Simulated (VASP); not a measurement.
Wanted: the native input for a VASP 6.6.1 run.

* Task: electric field gradients
* Functional: LDA
* Potentials or basis: VASP PAW LDA potentials, release 64 (Si, W_sv)
* Cutoff: 520 eV
* k mesh: 11 × 11 × 14
* Occupations: fermi-dirac, width 0.05 eV
* Spin: no spin polarisation
* Dipole correction: no
* Further INCAR settings: ALGO = Normal; EDIFF = 1e-08; NBANDS = 18; ISYM = 0

The structure of Si2W lies in POSCAR:

```
Si2W
1.0
   -1.5578200000      1.5578200000      3.9400000000
    1.5578200000     -1.5578200000      3.9400000000
    1.5578200000      1.5578200000     -3.9400000000
Si W
2 1
Direct
    0.3330000000      0.3330000000      0.0000000000
    0.6670000000      0.6670000000      0.0000000000
    0.0000000000      0.0000000000      0.0000000000
```

This cell differs from its parent crystal: equal xx and yy strain of -3 %.

The input as run:

INCAR

```
SYSTEM = Si2W
ALGO     = Normal         ! electronic algorithm
EDIFF    = 1E-8           ! SCF threshold, eV
ENCUT    = 520            ! plane-wave cutoff, eV
GGA      = CA             ! functional
ISIF     = 2              ! what is computed and relaxed
ISMEAR   = -1             ! smearing method
ISYM     = 0            
LASPH    = .True.         ! aspherical terms in the spheres
LCHARG   = .False.        ! write CHGCAR
LEFG     = .True.       
LREAL    = .False.        ! projectors in reciprocal space
LWAVE    = .False.        ! write WAVECAR
NBANDS   = 18             ! bands
NELM     = 80             ! most SCF steps
PREC     = Accurate       ! precision mode
SIGMA    = 0.05           ! smearing width, eV
```

KPOINTS

```
k-points
0
Gamma
  11 11 14
  0 0 0
```

Potentials or basis: VASP PAW LDA potentials, release 64 (Si, W_sv).

Run with:

```sh
$ cat potpaw_LDA.64/Si/POTCAR potpaw_LDA.64/W_sv/POTCAR > POTCAR
$ mpirun -np 1 vasp_std > vasp.out
```

Results of the run:

| Item | Value |
| --- | --- |
| Pressure | 7.9 GPa |
| Largest force | 0.169 eV/Å |
| Band gap on the k mesh | zero (bands 11 and 12 overlap by 1.52 eV) |
| Largest electric field gradient by atom | Si -5.3; W -67.7 V/Å² |

Caveat: the cell differs from its parent crystal (equal xx and yy strain of -3 %); the stress differs along the axes, from -2 to 13 GPa; without QUAD_EFG the Cq values of the log hold for a quadrupole moment of 1 mb, not for the nuclei; spin-orbit coupling is left out, which moves the levels of the heavy elements.

Run time: 21 min on 1 thread of Intel Xeon 8259CL (shared host), peak memory 0.62 GiB.
